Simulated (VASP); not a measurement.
# H3Os (Pm-3m) in VASP: further runs, part 2 of 2

VASP 6.6.1.

### Step 5. Single point, PBE

This run uses another cell than the first one: it holds 8 atoms, not 4.

File INCAR:

```
ALGO = Normal ; EDIFF = 1E-6
ENCUT = 520 ; GGA = PE
ISIF = 2 ; ISMEAR = 0
LASPH = True ; LCHARG = False
LREAL = False ; LWAVE = False
NBANDS = 21 ; NELM = 80
PREC = Accurate ; SIGMA = 0.1
```

File KPOINTS:

```
k-points
0
Gamma
  8 8 4
```

File POSCAR:

```
H3Os
1.0
    2.8543605941      0.0000000000      0.0000000000
    0.0000000000      2.8543605941      0.0000000000
    0.0000000000      0.0000000000      5.7087211883
H Os
6 2
Direct
    0.0000000000      0.5000000000      0.2500000000
    0.0000000000      0.5000000000      0.7500000000
    0.5000000000      1.0000000000      0.2500000000
    0.5000000000      1.0000000000      0.7500000000
    0.5000000000      0.5000000000      0.0000000000
    0.5000000000      0.5000000000      0.5000000000
    0.0000000000      1.0000000000      0.0000000000
    0.0000000000      1.0000000000      0.5000000000
```

Potentials or basis: VASP PAW PBE potentials, release 64 (H, Os).

Run with:

```bash
$ cat potpaw_PBE.64/H/POTCAR potpaw_PBE.64/Os/POTCAR > POTCAR
$ mpirun -np 1 vasp_std > vasp.out
```

OUTCAR:

```text
EDIFF = 1E-6
   ENCUT = 520
   GGA = PE
   ISIF = 2
   ISMEAR = 0
   LASPH = True
   LREAL = False
   NELM = 80
   PREC = Accurate

 ion  position               nearest neighbor table
   1  0.000  0.500  0.250-   7 2.02   8 2.02   7 2.02   8 2.02
   2  0.000  0.500  0.750-   7 2.02   8 2.02   7 2.02   8 2.02
   3  0.500  0.000  0.250-   7 2.02   8 2.02   7 2.02   8 2.02
   4  0.500  0.000  0.750-   7 2.02   8 2.02   7 2.02   8 2.02
   5  0.500  0.500  0.000-   7 2.02   7 2.02   7 2.02   7 2.02
   6  0.500  0.500  0.500-   8 2.02   8 2.02   8 2.02   8 2.02
   7  0.000  0.000  0.000-   5 2.02   5 2.02   5 2.02   5 2.02   1 2.02   1 2.02   2 2.02   2 2.02
                             3 2.02   4 2.02   3 2.02   4 2.02   8 2.85   8 2.85
   8  0.000  0.000  0.500-   6 2.02   6 2.02   6 2.02   6 2.02   1 2.02   1 2.02   2 2.02   2 2.02
                             3 2.02   4 2.02   3 2.02   4 2.02   7 2.85   7 2.85

  LATTYP: Found a simple tetragonal cell.
 ALAT       =     2.8543605941
 C/A-ratio  =     2.0000000000

  Lattice vectors:

 A1 = (   2.8543605941,   0.0000000000,   0.0000000000)
 A2 = (   0.0000000000,   2.8543605941,   0.0000000000)
 A3 = (   0.0000000000,   0.0000000000,   5.7087211883)

[... 200 lines left out ...]

 val. band max:        6.4230359006   @ k =   0.1250   0.1250   0.0000
 cond. band min:       6.5068003524   @ k =   0.3750   0.3750   0.2500
 fundamental gap:      0.0837644518
 Fermi energy:         6.4558515830

 k-point     1 :       0.0000    0.0000    0.0000
  band No.  band energies     occupation
      1      -6.9097      2.00000
      2      -2.8339      2.00000
      3      -1.8487      2.00000
      4       0.1174      2.00000
      5       0.1174      2.00000
      6       2.1165      2.00000
[... 565 lines left out ...]
     20      18.9653      0.00000
     21      19.8362      0.00000

 [... further k-points ...]
[... 5 lines left out ...]
  --------------------------------------------------------------------------------------
  -------------------------------------------------------------------------------------
  Total        0.2285720      0.2285720      0.2287024      0.0000000      0.0000000      0.0000000
  in kB        7.8736677      7.8736677      7.8781597      0.0000000      0.0000000      0.0000000
  external PRESSURE =       7.8751650 kB  Pullay stress =       0.0000000 kB

 VOLUME and BASIS-vectors are now :
 -----------------------------------------------------------------------------
  energy-cutoff  :      520.00
  volume of cell :       46.51
      direct lattice vectors                 reciprocal lattice vectors
     2.854360594  0.000000000  0.000000000     0.350341159  0.000000000  0.000000000
     0.000000000  2.854360594  0.000000000     0.000000000  0.350341159  0.000000000
     0.000000000  0.000000000  5.708721188     0.000000000  0.000000000  0.175170580

 POSITION                                       TOTAL-FORCE (eV/Angst)
 -----------------------------------------------------------------------------------
      0.00000      1.42718      1.42718         0.000000      0.000000      0.000000
      0.00000      1.42718      4.28154         0.000000      0.000000     -0.000000
      1.42718      0.00000      1.42718         0.000000      0.000000      0.000000
      1.42718      0.00000      4.28154         0.000000      0.000000      0.000000
      1.42718      1.42718      0.00000         0.000000      0.000000      0.000000
      1.42718      1.42718      2.85436        -0.000000     -0.000000     -0.000000
      0.00000      0.00000      0.00000         0.000000      0.000000     -0.000000
      0.00000      0.00000      2.85436         0.000000      0.000000      0.000000
 -----------------------------------------------------------------------------------
    total drift:                                0.000000      0.000000      0.000000

  FREE ENERGIE OF THE ION-ELECTRON SYSTEM (eV)
  ---------------------------------------------------
  free  energy   TOTEN  =       -38.8876867628 eV

  energy  without entropy=      -38.8738817186  energy(sigma->0) =      -38.88078424
```

stdout:

```text
POSCAR found type information on POSCAR H Os
 POSCAR found :  2 types and       8 ions
 scaLAPACK will be used
 LDA part: xc-table for (Slater+PW92), standard interpolation
 POSCAR, INCAR and KPOINTS ok, starting setup
 FFT: planning ... GRIDC
 FFT: planning ... GRID_SOFT
 FFT: planning ... GRID
 WAVECAR not read
 entering main loop
```

It took 24 s on 1 thread of Intel Xeon Platinum 8488C (Sapphire Rapids), shared host; peak memory 0.18 GiB.

Results:

```
Free energy            : -38.8877 eV
Pressure               : 0.8 GPa
Band gap on the k mesh : zero (band 11 reaches 8.87 eV, above the bottom of band 12 at 4.72 eV)
```

Caveat: spin-orbit coupling is left out, which moves the levels of the heavy elements.

### Step 6. The runs side by side

```tsv
task	cell	k mesh	cutoff (eV)	gap on the mesh (eV)	pressure (GPa)
single point	a = 2.857 Å, 4 atoms	6 × 6 × 6	520	none	0.4
single point	a = 3.135 Å, 4 atoms	6 × 6 × 6	520	none	-39.0
relaxation of cell and atoms	relaxed from a = 3.135 Å, 4 atoms	6 × 6 × 6	600	none	0.0
single point	a = 2.854, b = 2.854, c = 5.709 Å, 8 atoms	8 × 8 × 4	520	none	0.8
```

Alike in all rows: level PBE; potentials or basis VASP PAW PBE potentials, release 64 (H, Os); no spin polarisation; smearing gaussian 0.1 eV.

Caveats: some runs use coarse meshes; spin-orbit coupling is left out, which moves the levels of the heavy elements.

Absolute energies hang on the potentials; compare differences alone.
